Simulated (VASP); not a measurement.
Na, 2 atoms in the cell. The structure is hexagonal, space group P6_3/mmc (No. 194). The conventional cell has a = 3.689 Å, b = 3.689 Å, c = 6.269 Å, α = 90.00°, β = 90.00°, γ = 120.00°. Na (site symmetry -6m2) has 12 Na at 3.69 to 3.79 Å within 4.8 Å. 

* Program: VASP 6.6.1
* Task: electric field gradients
* Functional: PBE
* Potentials or basis: VASP PAW PBE potentials, release 64 (Na_pv)
* Cutoff: 520 eV
* k mesh: 9 × 9 × 5
* Occupations: fermi-dirac, width 0.05 eV
* Spin: collinear spin, ferrimagnetic start
* Starting moments: [2.0, -4.0] μB
* Dipole correction: no
* Further INCAR settings: ALGO = Normal; EDIFF = 1e-08; NBANDS = 18

Potentials or basis: VASP PAW PBE potentials, release 64 (Na_pv).

The run is started by

```console
$ cat potpaw_PBE.64/Na_pv/POTCAR > POTCAR
$ mpirun -np 1 vasp_std > vasp.out
```

Hardware: 1 thread of Intel(R) Xeon(R) Platinum 8488C (Sapphire Rapids), with other jobs on the host.

Question: Estimate the wall time of this run.

Answer: Wall time 58 s on 1 thread of Intel(R) Xeon(R) Platinum 8488C (Sapphire Rapids), with other jobs on the host, peak memory 0.23 GiB. Counts: scf iterations 19, k points 36.
